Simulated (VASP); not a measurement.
A run of VASP 6.6.1:

Contents of INCAR:

```
PREC     = Accurate       # precision mode
ENCUT    = 520            # plane-wave cutoff, eV
EDIFF    = 1E-6           # SCF threshold, eV
ISMEAR   = 0              # smearing method
SIGMA    = 0.15           # smearing width, eV
LREAL    = F              # projectors in reciprocal space
LASPH    = T              # aspherical terms in the spheres
NELM     = 60             # most SCF steps
ALGO     = Fast           # electronic algorithm
ISIF     = 2              # what is computed and relaxed
LWAVE    = F              # write WAVECAR
LCHARG   = F              # write CHGCAR
GGA      = PE             # functional
IVDW     = 12             # dispersion correction
NBANDS   = 49             # bands
```

File KPOINTS:

```
regular mesh
0
Gamma
  14 14 3
```

File POSCAR:

```
MoS2
1.0
   -1.5671157456     -2.7143240927      0.0000000000
    1.5671157456     -2.7143240927      0.0000000000
    0.0000000000     -4.0714861391     19.0649660373
Mo S
3 6
Direct
    0.4143274599      0.4143274599      0.7808967201
    0.2161894547      0.2161894547      0.1561918381
    0.3152584573      0.3152584573      0.4685442791
    0.5855486018      0.5855486018      0.5526018642
   -0.3153823956     -0.3153823956      0.8649543052
    0.4864795993      0.4864795993      0.2402494232
    0.9458993102      0.9458993102      0.0721342530
    0.0449683128      0.0449683128      0.3844866940
    0.1440373154      0.1440373154      0.6968391350
```

Potentials or basis: VASP PAW PBE potentials, release 64 (Mo_sv, S).

Command:

```sh
$ cat potpaw_PBE.64/Mo_sv/POTCAR potpaw_PBE.64/S/POTCAR > POTCAR
$ mpirun -np 1 vasp_std > vasp.out
```

Hardware: 1 thread of Oxide Virtual Turin-like Processor (shared host).

Problem. Estimate the wall time of this run.

Solution. Run time: 42 min on 1 thread of Oxide Virtual Turin-like Processor, with other jobs on the host, peak memory 0.9 GiB. Counts: scf iterations 18, k points 162.
